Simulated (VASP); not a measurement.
GeSb4Te7: single point with PBE

The system is GeSb4Te7.

```
Ge Sb Te
1.0
     4.40681    0.00000    0.00000
    -2.20340    3.81641    0.00000
     0.00000    0.00000   25.06115
Ge Sb Te
1 4 7
Direct
  0.00000 0.00000 0.50000
  0.66667 0.33333 0.92130
  0.33333 0.66667 0.35333
  0.33333 0.66667 0.07870
  0.66667 0.33333 0.64667
  0.33333 0.66667 0.85464
  0.66667 0.33333 0.14536
  0.00000 0.00000 0.71303
  0.66667 0.33333 0.43304
  0.33333 0.66667 0.56696
  0.00000 0.00000 0.00000
  0.00000 0.00000 0.28697
```

| Property | Result |
| --- | --- |
| Program | VASP 6.6.1 |
| Task | single point |
| Functional | PBE |
| Potentials or basis | VASP PAW PBE potentials, release 64 (Ge_d, Sb, Te) |
| Cutoff | 500 eV |
| k mesh | 12 × 12 × 2 |
| Occupations | gaussian, width 0.02 eV |
| Spin | no spin polarisation |
| Dipole correction | no |
| Further INCAR settings | ALGO = Normal; EDIFF = 1e-06; NBANDS = 50 |

```
Pressure               : -1.1 GPa
Largest force          : 0.020 eV/Å
Band gap on the k mesh : 0.42 eV (least direct gap 0.48 eV)
```

Forces on the atoms (eV/Å):
```
Ge   0.000  0.000  0.000
Sb   0.000  0.000  0.020
Sb   0.000  0.000  0.019
Sb   0.000  0.000 -0.020
Sb   0.000  0.000 -0.019
Te   0.000  0.000 -0.012
Te   0.000  0.000  0.012
Te   0.000  0.000  0.009
Te   0.000  0.000 -0.011
Te   0.000  0.000  0.011
Te   0.000  0.000  0.000
Te   0.000  0.000 -0.009
```

Stress tensor (GPa, compression positive):
```
-1.54  0.00  0.00
 0.00 -1.54  0.00
 0.00  0.00 -0.35
```

Levels at points of the mesh, in eV from the valence-band top:
```
           k point  band 34  band 35  band 36  band 37  band 38  band 39  band 40  band 41  band 42  band 43
(0.00, 0.00, 0.00)    -0.88    -0.85    -0.85    -0.22    -0.10     0.45     0.59     0.85     0.85     0.94
(0.50, 0.00, 0.00)    -0.98    -0.97    -0.90    -0.76    -0.55     1.06     1.06     1.51     1.71     1.82
(0.00, 0.00, 0.50)    -0.84    -0.84    -0.77    -0.26    -0.06     0.42     0.62     0.83     0.83     0.97
(0.50, 0.00, 0.50)    -1.16    -1.01    -0.87    -0.68    -0.42     0.85     1.24     1.45     1.52     1.79
```

Wall time 9.2 min on 1 thread of AMD EPYC 9R45 96-Core Processor (Zen 5), with other jobs on the host, peak memory 0.85 GiB.

Caveat: spin-orbit coupling is left out, which moves the levels of the heavy elements; this functional lacks dispersion, which binds layers or chains, so the pressure and a relaxed spacing across them are unreliable. A k mesh can miss the band edges.
